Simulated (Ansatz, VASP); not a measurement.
Re: VASP beside Ansatz

```
CELL_PARAMETERS angstrom
3.27909 1.89318 6.47146
-3.27909 1.89318 6.47146
0.00000 -3.78637 6.47146
ATOMIC_POSITIONS crystal
Re 0.02138 0.63750 0.02138
Re 0.02138 0.02138 0.63750
Re 0.63750 0.02138 0.02138
Re 0.97862 0.36250 0.97862
Re 0.36250 0.97862 0.97862
Re 0.97862 0.97862 0.36250
Re 0.23225 0.61559 0.23225
Re 0.23225 0.23225 0.61559
Re 0.61559 0.23225 0.23225
Re 0.76775 0.38441 0.76775
Re 0.38441 0.76775 0.76775
Re 0.76775 0.76775 0.38441
```

Alike in both runs: functional PBEsol; k mesh 3 × 3 × 3; occupations gaussian, width 0.1 eV; no spin polarisation.

Ansatz relaxed the structure, and its values are those at the end. VASP's run is a single point on that final structure, the one shown.

```csv
,VASP,Ansatz
version,VASP 6.6.1,Ansatz 0.2.0
potentials or method,"VASP PAW PBE potentials, release 64 (Re), cutoff 520 eV","scalar-relativistic, plane waves, PAW"
valence electrons in the cell,84,180
```

```csv
,VASP,Ansatz,Ansatz less VASP
gap on the k mesh at the Fermi level (eV),none,none,-
pressure (GPa),-0.7,0.0,+0.69
rms of the force components (eV/Å),0.043,0.004,-0.0386
```

VASP's potentials were made for PBE, not for PBEsol. A gap of «none» marks a metal or a gap that the smearing closes. VASP's potentials hold 84 valence electrons a cell and Ansatz's 180, so a difference there can come from the potentials and not from the codes.

The k mesh is coarse, so the values compare programs but aren't converged. Neither program's run includes spin-orbit coupling.
